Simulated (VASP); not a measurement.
# Fe in VASP: settings compared, part 2 of 2

VASP 6.6.1.

## Step 3: Single point, PBE, collinear spin, ferromagnetic start

Input file INCAR:

```
PREC = Accurate
ENCUT = 520
EDIFF = 1E-7
ISMEAR = -1
SIGMA = 0.05
LREAL = F
LASPH = T
NELM = 150
ALGO = Normal
ISIF = 2
LWAVE = F
LCHARG = F
ISPIN = 2
MAGMOM = 3
LORBIT = 11
LMAXMIX = 4
LDIPOL = T
IDIPOL = 3
DIPOL = 0.5 0.5 0.294
GGA = PE
NBANDS = 14
```

Input file KPOINTS:

```
regular mesh
0
Gamma
  11 11 1
```

Input file POSCAR:

```
Fe
1.0
    2.3111900000      0.0000000000      0.0000000000
    0.0000000000      2.3111900000      0.0000000000
    0.0000000000      0.0000000000     23.8000000000
Fe
1
Direct
    0.0000000000      0.0000000000      0.2941200000
```

Potentials or basis: VASP PAW PBE potentials, release 64 (Fe).

On the command line:

```sh
$ cat potpaw_PBE.64/Fe/POTCAR > POTCAR
$ mpirun -np 1 vasp_std > vasp.out
```

OUTCAR:

```text
PREC = Accurate
   ENCUT = 520
   EDIFF = 1E-7
   ISMEAR = -1
   LREAL = F
   LASPH = T
   NELM = 150
   ISIF = 2
   ISPIN = 2
   LORBIT = 11
   GGA = PE

 ion  position               nearest neighbor table
   1  0.000  0.000  0.294-

  LATTYP: Found a simple tetragonal cell.
 ALAT       =     2.3111900000
 C/A-ratio  =    10.2977254142

  Lattice vectors:

 A1 = (   2.3111900000,   0.0000000000,   0.0000000000)
 A2 = (   0.0000000000,   2.3111900000,   0.0000000000)
 A3 = (   0.0000000000,   0.0000000000,  23.8000000000)

Analysis of symmetry for initial positions (statically):
=====================================================================
 Subroutine PRICEL returns:
 Original cell was already a primitive cell.

 Routine SETGRP: Setting up the symmetry group for a
 simple tetragonal supercell.

 Subroutine GETGRP returns: Found 16 space group operations
 (whereof  8 operations were pure point group operations)
 out of a pool of 16 trial point group operations.

The static configuration has the point symmetry C_4v.
 The point group associated with its full space group is D_4h.

Analysis of symmetry for dynamics (positions and initial velocities):
=====================================================================
 Subroutine PRICEL returns:
 Original cell was already a primitive cell.

 Routine SETGRP: Setting up the symmetry group for a
 simple tetragonal supercell.

 Subroutine GETGRP returns: Found 16 space group operations
 (whereof  8 operations were pure point group operations)
 out of a pool of 16 trial point group operations.

The dynamic configuration has the point symmetry C_4v.
 The point group associated with its full space group is D_4h.

Analysis of structural, dynamic, and magnetic symmetry:
=====================================================================
 Subroutine PRICEL returns:
 Original cell was already a primitive cell.

 Routine SETGRP: Setting up the symmetry group for a
 simple tetragonal supercell.

 Subroutine GETGRP returns: Found 16 space group operations
 (whereof  8 operations were pure point group operations)
 out of a pool of 16 trial point group operations.

The overall configuration has the point symmetry C_4v.
 The point group associated with its full space group is D_4h.

 Subroutine INISYM returns: Found 16 space group operations
 (whereof  8 operations are pure point group operations),
 and found     1 'primitive' translations

----------------------------------------------------------------------------------------

                                     Primitive cell

  volume of cell :     127.1301

  direct lattice vectors                    reciprocal lattice vectors
     2.311190000  0.000000000  0.000000000     0.432677538  0.000000000  0.000000000
     0.000000000  2.311190000  0.000000000     0.000000000  0.432677538  0.000000000
     0.000000000  0.000000000 23.800000000     0.000000000  0.000000000  0.042016807

  length of vectors
     2.311190000  2.311190000 23.800000000     0.432677538  0.432677538  0.042016807

  position of ions in fractional coordinates (direct lattice)
     0.000000000  0.000000000  0.294120000

  ion indices of the primitive-cell ions
   primitive index   ion index
                 1           1

----------------------------------------------------------------------------------------

 KPOINTS: regular mesh

Automatic generation of k-mesh.
 Grid dimensions read from file:
[... 82 lines left out ...]
  volume/ion in A,a.u.               =     127.13       857.92
  Fermi-wavevector in a.u.,A,eV,Ry     =   0.651162  1.230517  5.769025  0.424011
  Thomas-Fermi vector in A             =   1.720673
   LORBIT       =     11    0 simple, 1 ext, 2 COOP (PROOUT), +10 PAW based schemes
   GGA     = PE    functional components
   LHFCALC =     F    Hartree Fock is set to
   AEXX    =    0.0000 exact exchange contribution
   IVDW    =     0    specifies the selected vdW correction
   LEPSILON=     F    determine dielectric tensor
   LRPA    =     F    only Hartree local field effects (RPA)
 spin polarized calculation
  energy-cutoff  :      520.00
  volume of cell :      127.13
 maximum number of plane-waves:      3461
 NGX is ok and might be reduce to    18
   NGX =  9   NGY =  9   NGZ = 89

 dipolmoment           0.000000      0.000000      0.000021 electrons x Angstroem

 number of electron       7.9999996 magnetization       2.7328891

 dipolmoment           0.000000      0.000000     -0.000001 electrons x Angstroem

 Free energy of the ion-electron system (eV)
  ---------------------------------------------------
  ext. energy  EPLUGINS =         0.00000000
  ---------------------------------------------------
  free energy    TOTEN  =        -6.41689216 eV

  energy without entropy =       -6.40617000  energy(sigma->0) =       -6.41153108

 E-fermi :  -3.6421     XC(G=0):  -1.9800

 val. band max:       -3.7284573957   @ k =   0.3636   0.0909   0.0000
 cond. band min:      -3.6155669075   @ k =   0.4545   0.3636   0.0000
 fundamental gap:      0.1128904882
 Fermi energy:        -3.6421327031

 spin component 1

 k-point     1 :       0.0000    0.0000    0.0000
  band No.  band energies     occupation
      1      -9.4519      1.00000
      2      -7.4803      1.00000
      3      -6.5537      1.00000
      4      -4.5210      1.00000
      5      -4.5210      1.00000
      6      -3.8745      0.99051
      7      -3.5634      0.17152
      8       0.5978      0.00000
      9       1.0748      0.00000
     10       1.2244      0.00000
     11       2.0332      0.00000
     12       2.3149      0.00000
     13       3.6882      0.00000
     14       4.0660      0.00000
[... 325 lines left out ...]
  band No.  band energies     occupation
      1      -8.1459      1.00000
      2      -6.2720      1.00000
      3      -6.2356      1.00000
      4      -5.0676      1.00000
      5      -2.7234      0.00000
      6       3.5599      0.00000
      7       4.8004      0.00000
      8       8.7415      0.00000
      9       9.6329      0.00000
     10      10.6041      0.00000
     11      10.6700      0.00000
     12      12.2228      0.00000
     13      12.3486      0.00000
     14      12.8300      0.00000
 Fermi energy:        -3.6421327031

 spin component 2

 k-point     1 :       0.0000    0.0000    0.0000
  band No.  band energies     occupation
      1      -8.8390      1.00000
      2      -5.7303      1.00000
      3      -3.9949      0.99914
      4      -3.2060      0.00016
      5      -1.8248      0.00000
      6      -1.8248      0.00000
      7      -0.7339      0.00000
      8       0.6774      0.00000
      9       1.0305      0.00000
     10       1.2405      0.00000
     11       2.0379      0.00000
     12       2.3880      0.00000
     13       3.6957      0.00000
     14       4.1540      0.00000
[... 326 lines left out ...]
      1      -6.1389      1.00000
      2      -3.9374      0.99728
      3      -3.8822      0.99185
      4      -1.7161      0.00000
      5      -0.5174      0.00000
      6       4.1834      0.00000
      7       5.3673      0.00000
      8       9.3227      0.00000
      9      10.3936      0.00000
     10      11.0252      0.00000
     11      11.4991      0.00000
     12      12.5791      0.00000
     13      12.6238      0.00000
     14      12.7268      0.00000

------------------------ aborting loop because EDIFF is reached ----------------------------------------

 vacuum level on the upper side and lower side of the slab       (xc-potential included)        -0.093        -0.079

  FORCE on cell =-STRESS in cart. coord.  units (eV):
  Direction    XX          YY          ZZ          XY          YZ          ZX
  --------------------------------------------------------------------------------------
  -------------------------------------------------------------------------------------
  Total       -0.0381175     -0.0381175     -0.0006162      0.0000000     -0.0000000      0.0000000
  in kB       -0.4803817     -0.4803817     -0.0077658      0.0000000     -0.0000000      0.0000000
  external PRESSURE =      -0.3228431 kB  Pullay stress =       0.0000000 kB

 VOLUME and BASIS-vectors are now :
 -----------------------------------------------------------------------------
  energy-cutoff  :      520.00
  volume of cell :      127.13
      direct lattice vectors                 reciprocal lattice vectors
     2.311190000  0.000000000  0.000000000     0.432677538  0.000000000  0.000000000
     0.000000000  2.311190000  0.000000000     0.000000000  0.432677538  0.000000000
     0.000000000  0.000000000 23.800000000     0.000000000  0.000000000  0.042016807

 POSITION                                       TOTAL-FORCE (eV/Angst)
 -----------------------------------------------------------------------------------
      0.00000      0.00000      7.00006         0.000000     -0.000000      0.000000
 -----------------------------------------------------------------------------------
    total drift:                                0.000000      0.000000     -0.000034

  FREE ENERGIE OF THE ION-ELECTRON SYSTEM (eV)
  ---------------------------------------------------
  free  energy   TOTEN  =        -6.4168921632 eV

  energy  without entropy=       -6.4061699982  energy(sigma->0) =       -6.41153108

 vacuum level on the upper side and lower side of the slab         1.016         1.014

 total charge

# of ion       s       p       d       tot
------------------------------------------
    1        0.502   0.309   6.243   7.054

 magnetization (x)

# of ion       s       p       d       tot
------------------------------------------
    1        0.027  -0.005   2.648   2.671
```

OSZICAR:

```text
N       E                     dE             d eps       ncg     rms          rms(c)
DAV:   1     0.402600274128E+02    0.40260E+02   -0.26255E+03  1176   0.394E+02
DAV:   2    -0.573123488381E+01   -0.45991E+02   -0.38366E+02  1266   0.982E+01
DAV:   3    -0.671922154367E+01   -0.98799E+00   -0.98209E+00  1448   0.176E+01
[... 23 lines left out ...]
DAV:  27    -0.641689044056E+01   -0.13792E-05   -0.20926E-08  1268   0.642E-04    0.176E-04
DAV:  28    -0.641689160228E+01   -0.11617E-05   -0.23856E-08  1266   0.518E-04    0.949E-05
DAV:  29    -0.641689195241E+01   -0.35013E-06   -0.47919E-09  1224   0.299E-04    0.401E-05
DAV:  30    -0.641689211136E+01   -0.15895E-06   -0.16690E-09  1206   0.205E-04    0.225E-05
DAV:  31    -0.641689216320E+01   -0.51833E-07   -0.74415E-10  1272   0.137E-04
   1 F= -.64168922E+01 E0= -.64115311E+01  d E =-.107222E-01  mag=     2.7329
```

stdout:

```text
POSCAR found type information on POSCAR Fe
 POSCAR found :  1 types and       1 ions
 scaLAPACK will be used
 LDA part: xc-table for (Slater+PW92), standard interpolation
 POSCAR, INCAR and KPOINTS ok, starting setup
 FFT: planning ... GRIDC
 FFT: planning ... GRID_SOFT
 FFT: planning ... GRID
 WAVECAR not read
 entering main loop
```

Run time: 56 s. Hardware: 1 thread of Intel Xeon 6975P-C (Granite Rapids), shared host; peak memory 0.29 GiB.

What came out:

```
Free energy                                           : -6.4169 eV
Net moment                                            : 2.73 μB per cell
Site moments                                          : Fe +2.67 μB
Valence electrons inside the program's atomic spheres : Fe 7.05
```

## Step 4: Single point, LDA, collinear spin, ferromagnetic start

Input file INCAR:

```
  ALGO = Normal
  DIPOL = 0.5 0.5 0.294
  EDIFF = 1E-7
  ENCUT = 520
  IDIPOL = 3
  ISIF = 2
  ISMEAR = -1
  ISPIN = 2
  LASPH = T
  LCHARG = T
  LDIPOL = T
  LELF = T
  LMAXMIX = 4
  LORBIT = 11
  LREAL = F
  LVACPOTAV = T
  LVHAR = T
  LWAVE = F
  MAGMOM = 3
  NBANDS = 14
  NELM = 150
  PREC = Accurate
  SIGMA = 0.05
```

Input file KPOINTS:

```
k-points
0
Gamma
  11 11 1
```

POSCAR is that of step 3.

Potentials or basis: VASP PAW LDA potentials, release 64 (Fe).

On the command line:

```sh
$ cat potpaw_LDA.64/Fe/POTCAR > POTCAR
$ mpirun -np 1 vasp_std > vasp.out
```

It took 52 s on 1 thread of Intel Xeon 6975P-C (Granite Rapids), shared host; peak memory 0.23 GiB.

Results (log left out):

```
Free energy                                           : -6.9489 eV
Net moment                                            : 2.65 μB per cell
Site moments                                          : Fe +2.56 μB
Valence electrons inside the program's atomic spheres : Fe 7.07
```

Levels at points of the mesh, in eV from the Fermi level:
Spin up:
```
           k point  band 3  band 4  band 5  band 6  band 7  band 8
(0.00, 0.00, 0.00)   -2.56   -0.60   -0.60    0.05    0.23    4.65
```
Spin down:
```csv
k point,band 1,band 2,band 3,band 4,band 5,band 6,band 7,band 8
"(0.00, 0.00, 0.00)",-5.05,-2.07,-0.55,0.58,1.82,1.82,2.61,4.78
```

## Step 5: Single point, PBEsol, collinear spin, ferromagnetic start

Input file INCAR:

```
PREC = Accurate
ENCUT = 520
EDIFF = 1E-6
ISMEAR = -1
SIGMA = 0.05
LREAL = False
LASPH = True
NELM = 150
ALGO = Normal
ISIF = 2
LWAVE = False
LCHARG = False
ISPIN = 2
MAGMOM = 3
LORBIT = 11
LMAXMIX = 4
LDIPOL = True
IDIPOL = 3
DIPOL = 0.5 0.5 0.294
GGA = PS
NBANDS = 14
```

Input file KPOINTS:

```
Automatic mesh
0
Gamma
  11 11 1
```

POSCAR is that of step 4.

Potentials or basis: VASP PAW PBE potentials, release 64 (Fe).

On the command line:

```sh
$ cat potpaw_PBE.64/Fe/POTCAR > POTCAR
$ mpirun -np 1 vasp_std > vasp.out
```

It took 54 s on 1 thread of Intel Xeon 6975P-C (Granite Rapids), shared host; peak memory 0.29 GiB.

It converged, with:

* Free energy: -6.8316 eV
* Net moment: 2.74 μB per cell
* Site moments: Fe +2.67 μB
* Valence electrons inside the program's atomic spheres: Fe 7.06

Levels at points of the mesh, in eV from the Fermi level:
Spin up:
```
           k point  band 4  band 5  band 6  band 7  band 8  band 9
(0.00, 0.00, 0.00)   -0.86   -0.86   -0.20    0.08    4.41    4.86
```
Spin down:
| k point | band 1 | band 2 | band 3 | band 4 | band 5 | band 6 |
| --- | --- | --- | --- | --- | --- | --- |
| (0.00, 0.00, 0.00) | -5.20 | -2.07 | -0.40 | 0.46 | 1.84 | 1.84 |

Caveat: the PAW data sets were made with another functional, which shifts forces and pressure a little.

## Step 6: The runs side by side

```csv
level,potentials or basis,dipole correction,gap on the mesh (eV),moment (μB)
PBE,"VASP PAW PBE potentials, release 64 (Fe)",no,none,2.73
PBE,"VASP PAW PBE potentials, release 64 (Fe)",yes,none,2.73
LDA,"VASP PAW LDA potentials, release 64 (Fe)",yes,none,2.65
PBEsol,"VASP PAW PBE potentials, release 64 (Fe)",yes,none,2.74
```

Alike in all rows: task single point; spin collinear, ferromagnetic start; cell as given; k mesh 11 × 11 × 1; cutoff (eV) 520; smearing fermi-dirac 0.05 eV.

Caveats: the PAW data sets were made with another functional, which shifts forces and pressure a little (some runs).

Absolute energies hang on the potentials; compare differences alone.
